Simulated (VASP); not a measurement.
# GaN (P6_3/mmc) in VASP: single point with HSE06

Aim: the single point of GaN with HSE06.

Everything below comes from runs of VASP 6.6.1. Logs are shortened: lines on timing, memory, paths and dates and some standing lists are left out, and cuts for length are marked.

### Step 1. The cell of the first run

It takes space group P6_3/mmc (No. 194, hexagonal). Conventional cell: a = 3.300 Å, b = 3.300 Å, c = 4.756 Å, α = 90.00°, β = 90.00°, γ = 120.00°. Ga (site symmetry -6m2) has 5 N at 1.91 to 2.38 Å within 2.5 Å. Within 2.5 Å of N (site symmetry -6m2) lie 5 Ga at 1.91 to 2.38 Å.

### Step 2. Single point, HSE06

File POSCAR:

```
GaN
1.0
    3.3000346668      0.0000000000      0.0000000000
   -1.6500173334      2.8579138548      0.0000000000
    0.0000000000      0.0000000000      4.7558752377
Ga N
2 2
Direct
    0.3333333333      0.6666666667      0.2500000000
    0.6666666667      0.3333333333      0.7500000000
    0.6666666667      0.3333333333      0.2500000000
    0.3333333333      0.6666666667      0.7500000000
```

File INCAR.step1:

```
PREC = Accurate
ENCUT = 520
EDIFF = 1E-5
ISMEAR = 0
SIGMA = 0.01
LREAL = F
LASPH = T
NELM = 100
ALGO = Normal
ISIF = 2
LWAVE = T
LCHARG = F
GGA = PE
NBANDS = 26
```

File INCAR.step2:

```
PREC = Accurate
ENCUT = 520
EDIFF = 1E-7
ISMEAR = 0
SIGMA = 0.01
LREAL = F
LASPH = T
NELM = 100
ALGO = Normal
ISIF = 2
LWAVE = F
LCHARG = F
GGA = PE
LHFCALC = T
HFSCREEN = 0.2079
PRECFOCK = Normal
ISTART = 1
NBANDS = 26
```

File KPOINTS:

```
regular mesh
0
Gamma
  6 6 2
```

Potentials or basis: VASP PAW PBE potentials, release 64 (Ga_d, N).

Started as:

```console
> cat potpaw_PBE.64/Ga_d/POTCAR potpaw_PBE.64/N/POTCAR > POTCAR
> cp INCAR.step1 INCAR
> mpirun -np 1 vasp_std > vasp.out
> cp INCAR.step2 INCAR
> mpirun -np 1 vasp_std > vasp.out
```

OUTCAR:

```text
PREC = Accurate
   ENCUT = 520
   EDIFF = 1E-7
   ISMEAR = 0
   LREAL = F
   LASPH = T
   NELM = 100
   ISIF = 2
   GGA = PE
   LHFCALC = T
   HFSCREEN = 0.2079
   PRECFOCK = Normal
   ISTART = 1

 ion  position               nearest neighbor table
   1  0.333  0.667  0.250-   3 1.91   3 1.91   3 1.91
   2  0.667  0.333  0.750-   4 1.91   4 1.91   4 1.91
   3  0.667  0.333  0.250-   1 1.91   1 1.91   1 1.91
   4  0.333  0.667  0.750-   2 1.91   2 1.91   2 1.91

  LATTYP: Found a hexagonal cell.
 ALAT       =     3.3000346668
 C/A-ratio  =     1.4411591749

  Lattice vectors:

 A1 = (   3.3000346668,   0.0000000000,   0.0000000000)
 A2 = (  -1.6500173334,   2.8579138548,   0.0000000000)
 A3 = (   0.0000000000,   0.0000000000,   4.7558752377)

Analysis of symmetry for initial positions (statically):
=====================================================================
 Subroutine PRICEL returns:
 Original cell was already a primitive cell.

 Routine SETGRP: Setting up the symmetry group for a
 hexagonal supercell.

 Subroutine GETGRP returns: Found 24 space group operations
 (whereof 12 operations were pure point group operations)
 out of a pool of 24 trial point group operations.

The static configuration has the point symmetry D_3d.
 The point group associated with its full space group is D_6h.

Analysis of symmetry for dynamics (positions and initial velocities):
=====================================================================
 Subroutine PRICEL returns:
 Original cell was already a primitive cell.

 Routine SETGRP: Setting up the symmetry group for a
 hexagonal supercell.

 Subroutine GETGRP returns: Found 24 space group operations
 (whereof 12 operations were pure point group operations)
 out of a pool of 24 trial point group operations.

The dynamic configuration has the point symmetry D_3d.
 The point group associated with its full space group is D_6h.

 Subroutine INISYM returns: Found 24 space group operations
 (whereof 12 operations are pure point group operations),
 and found     1 'primitive' translations

----------------------------------------------------------------------------------------

                                     Primitive cell

  volume of cell :      44.8537

  direct lattice vectors                    reciprocal lattice vectors
     3.300034667  0.000000000  0.000000000     0.303027120  0.174952789  0.000000000
    -1.650017333  2.857913855  0.000000000     0.000000000  0.349905578  0.000000000
     0.000000000  0.000000000  4.755875238     0.000000000  0.000000000  0.210266239

  length of vectors
     3.300034667  3.300034667  4.755875238     0.349905578  0.349905578  0.210266239

  position of ions in fractional coordinates (direct lattice)
     0.333333333  0.666666667  0.250000000
     0.666666667  0.333333333  0.750000000
     0.666666667  0.333333333  0.250000000
     0.333333333  0.666666667  0.750000000

  ion indices of the primitive-cell ions
   primitive index   ion index
                 1           1
                 2           2
                 3           3
                 4           4

----------------------------------------------------------------------------------------

 KPOINTS: regular mesh

Automatic generation of k-mesh.
 Grid dimensions read from file:
 generate k-points for:    6    6    2

 Generating k-lattice:

  Cartesian coordinates                     Fractional coordinates (reciprocal lattice)
     0.050504520  0.029158798  0.000000000     0.166666667  0.000000000  0.000000000
     0.000000000  0.058317596  0.000000000     0.000000000  0.166666667  0.000000000
     0.000000000  0.000000000  0.105133120     0.000000000  0.000000000  0.500000000

  Length of vectors
     0.058317596  0.058317596  0.105133120

  Shift w.r.t. Gamma in fractional coordinates (k-lattice)
     0.000000000  0.000000000  0.000000000

 Subroutine IBZKPT returns following result:
 ===========================================

 Found     14 irreducible k-points:

 Following reciprocal coordinates:
            Coordinates               Weight
  0.000000  0.000000  0.000000      1.000000
  0.166667  0.000000  0.000000      6.000000
  0.333333  0.000000  0.000000      6.000000
  0.500000  0.000000  0.000000      3.000000
  0.166667  0.166667  0.000000      6.000000
  0.333333  0.166667  0.000000     12.000000
  0.333333  0.333333  0.000000      2.000000
  0.000000  0.000000  0.500000      1.000000
  0.166667  0.000000  0.500000      6.000000
  0.333333  0.000000  0.500000      6.000000
  0.500000  0.000000  0.500000      3.000000
  0.166667  0.166667  0.500000      6.000000
  0.333333  0.166667  0.500000     12.000000
  0.333333  0.333333  0.500000      2.000000
   k-points           NKPTS =     14   k-points in BZ     NKDIM =     72   number of bands    NBANDS=     26
   number of dos      NEDOS =    301   number of ions     NIONS =      4
   total plane-waves  NPLWV =  28224
   dimension x,y,z NGX =    28 NGY =   28 NGZ =   36
   dimension x,y,z NGXF=    56 NGYF=   56 NGZF=   72
   ions per type =               2   2
   NGX,Y,Z   is equivalent  to a cutoff of  14.11, 14.11, 12.58 a.u.
   NGXF,Y,Z  is equivalent  to a cutoff of  28.21, 28.21, 25.17 a.u.
 SYSTEM =  unknown system
   PREC   = accura    normal or accurate (medium, high low for compatibility)
   ISTART =      1    job   : 0-new  1-cont  2-samecut
   ICHARG =      0    charge: 1-file 2-atom 10-const
   ISPIN  =      1    spin polarized calculation?
   LNONCOLLINEAR =      F non collinear calculations
   LSORBIT =      F    spin-orbit coupling
   LASPH  =      T    aspherical Exc in radial PAW
   ENCUT  =  520.0 eV  38.22 Ry    6.18 a.u.   6.14  6.14  8.84*2*pi/ulx,y,z
   NELM   =    100;   NELMIN=  2; NELMDL=  0     # of ELM steps
   EDIFF  = 0.1E-06   stopping-criterion for ELM
   LREAL  =      F    real-space projection
   EDIFFG = 0.1E-05   stopping-criterion for IOM
   NSW    =      0    number of steps for IOM
   IBRION =     -1    ionic relax: 0-MD 1-quasi-New 2-CG
   NFREE  =      0    steps in history (QN), initial steepest desc. (CG)
   ISIF   =      2    stress and relaxation
   ISYM   =      3    0-nonsym 1-usesym 2-fastsym
   POTIM  = 0.5000    time-step for ionic-motion
   TEBEG  =    0.0;   TEEND  =   0.0 temperature during run
   PSTRESS=    0.0 pullay stress
   NELECT =      36.0000    total number of electrons
   NUPDOWN=      -1.0000    fix difference up-down
   EMIN   =  10.00;   EMAX   =-10.00  energy-range for DOS
   EFERMI =   0.00;   METHOD = LEGACY
   ISMEAR =     0;   SIGMA  =   0.01  broadening in eV -4-tet -1-fermi 0-gaus
   EFERMI_NEDOS =   21; number of points for ismear=-14 and -15
   IALGO  =     38    algorithm
   IMIX   =      1    mixing-type and parameters
     AMIX     =   0.40;   BMIX     =  1.00
     AMIX_MAG =   1.60;   BMIX_MAG =  1.00
  volume/ion in A,a.u.               =      11.21        75.67
  Fermi-wavevector in a.u.,A,eV,Ry     =   1.521398  2.875026 31.492769  2.314653
  Thomas-Fermi vector in A             =   2.630119
   LORBIT       =      0    0 simple, 1 ext, 2 COOP (PROOUT), +10 PAW based schemes
   GGA     = PE    functional components
   LHFCALC =     T    Hartree Fock is set to
   PRECFOCK=normal    Normal, Fast or Accurate (Low or Medium for compatibility)
   ENCUT4O =  -1.0   cutoff for four orbital integrals eV
   NKREDX  =     1    reduce k-point grid by
   NKREDY  =     1    reduce k-point grid by
   NKREDZ  =     1    reduce k-point grid by
   AEXX    =    0.2500 exact exchange contribution
   HFSCREEN=    0.2079 screening length (either q_TF or 0.3 A-1)
   HFSCREENC=   0.2079 screening length for correlation (either q_TF or 0.3 A-1)
   ENCUTFOCK=  -1.0 apply spherical cutoff to Coloumb kernel
   IVDW    =     0    specifies the selected vdW correction
   LEPSILON=     F    determine dielectric tensor
   LRPA    =     F    only Hartree local field effects (RPA)
 non-spin polarized calculation
 Gauss-broadening in eV      SIGMA  =   0.01
  energy-cutoff  :      520.00
  volume of cell :       44.85
 maximum number of plane-waves:      1228
 NGX is ok and might be reduce to    28
  NGX = 20; NGY = 20; NGZ = 28

 number of electron      35.9999985 magnetization

 Free energy of the ion-electron system (eV)
  ---------------------------------------------------
  ext. energy  EPLUGINS =         0.00000000
  ---------------------------------------------------
  free energy    TOTEN  =       -28.53166434 eV

  energy without entropy =      -28.53166434  energy(sigma->0) =      -28.53166434

 E-fermi :   5.4081     XC(G=0):  -9.6639

 val. band max:        5.3592686354   @ k =   0.0000   0.0000   0.0000
 cond. band min:       8.0519616215   @ k =   0.0000   0.0000   0.0000
 fundamental gap:      2.6926929861
 Fermi energy:         5.4080963552

 k-point     1 :       0.0000    0.0000    0.0000
  band No.  band energies     occupation
      1     -12.9700      2.00000
      2     -12.3896      2.00000
      3     -11.0110      2.00000
      4     -11.0110      2.00000
      5     -11.0008      2.00000
      6     -11.0008      2.00000
[... 18 lines left out ...]
     25      17.3639      0.00000
     26      19.7676      0.00000

 k-point     2 :       0.1667    0.0000    0.0000
  band No.  band energies     occupation
      1     -12.7242      2.00000
      2     -12.3136      2.00000
      3     -11.0199      2.00000
      4     -10.9725      2.00000
      5     -10.9546      2.00000
      6     -10.9449      2.00000
[... 18 lines left out ...]
     25      17.7789      0.00000
     26      18.3567      0.00000

 k-point     3 :       0.3333    0.0000    0.0000
  band No.  band energies     occupation
      1     -12.3248      2.00000
      2     -12.1950      2.00000
      3     -10.9715      2.00000
      4     -10.9254      2.00000
      5     -10.8954      2.00000
      6     -10.8699      2.00000
[... 282 lines left out ...]
 k-point    13 :       0.3333    0.1667    0.5000
  band No.  band energies     occupation
      1     -12.0138      2.00000
      2     -12.0138      2.00000
      3     -11.0211      2.00000
      4     -11.0211      2.00000
      5     -10.8573      2.00000
      6     -10.8573      2.00000
[... 18 lines left out ...]
     25      18.9259      0.00000
     26      18.9259      0.00000

 k-point    14 :       0.3333    0.3333    0.5000
  band No.  band energies     occupation
      1     -11.9687      2.00000
      2     -11.9687      2.00000
      3     -11.0370      2.00000
      4     -11.0370      2.00000
      5     -10.8348      2.00000
      6     -10.8348      2.00000
[... 18 lines left out ...]
     25      19.2490      0.00000
     26      19.2490      0.00000

------------------------ aborting loop because EDIFF is reached ----------------------------------------

  FORCE on cell =-STRESS in cart. coord.  units (eV):
  Direction    XX          YY          ZZ          XY          YZ          ZX
  --------------------------------------------------------------------------------------
  -------------------------------------------------------------------------------------
  Total       -0.1620485     -0.1620485      0.0854436      0.0000000      0.0000000      0.0000000
  in kB       -5.7883860     -5.7883860      3.0520540      0.0000000      0.0000000      0.0000000
  external PRESSURE =      -2.8415727 kB  Pullay stress =       0.0000000 kB

 VOLUME and BASIS-vectors are now :
 -----------------------------------------------------------------------------
  energy-cutoff  :      520.00
  volume of cell :       44.85
      direct lattice vectors                 reciprocal lattice vectors
     3.300034667  0.000000000  0.000000000     0.303027120  0.174952789  0.000000000
    -1.650017333  2.857913855  0.000000000     0.000000000  0.349905578  0.000000000
     0.000000000  0.000000000  4.755875238     0.000000000  0.000000000  0.210266239

 POSITION                                       TOTAL-FORCE (eV/Angst)
 -----------------------------------------------------------------------------------
     -0.00000      1.90528      1.18897        -0.000000      0.000000      0.000000
      1.65002      0.95264      3.56691         0.000000     -0.000000     -0.000000
      1.65002      0.95264      1.18897        -0.000000      0.000000     -0.000000
     -0.00000      1.90528      3.56691         0.000000     -0.000000     -0.000000
 -----------------------------------------------------------------------------------
    total drift:                               -0.000000      0.000000      0.000002

  FREE ENERGIE OF THE ION-ELECTRON SYSTEM (eV)
  ---------------------------------------------------
  free  energy   TOTEN  =       -28.5316643436 eV

  energy  without entropy=      -28.5316643436  energy(sigma->0) =      -28.53166434
```

Run time: 42 min. Hardware: 1 thread of Intel Xeon Platinum 8488C (Sapphire Rapids), shared host; peak memory 0.29 GiB.

What came out:

```
Free energy            : -28.5317 eV
Pressure               : -0.3 GPa
Band gap on the k mesh : 2.69 eV
```

Caveat: the k points lie up to 0.66 Å⁻¹ apart; the PAW data sets were made with another functional, which shifts forces and pressure a little.
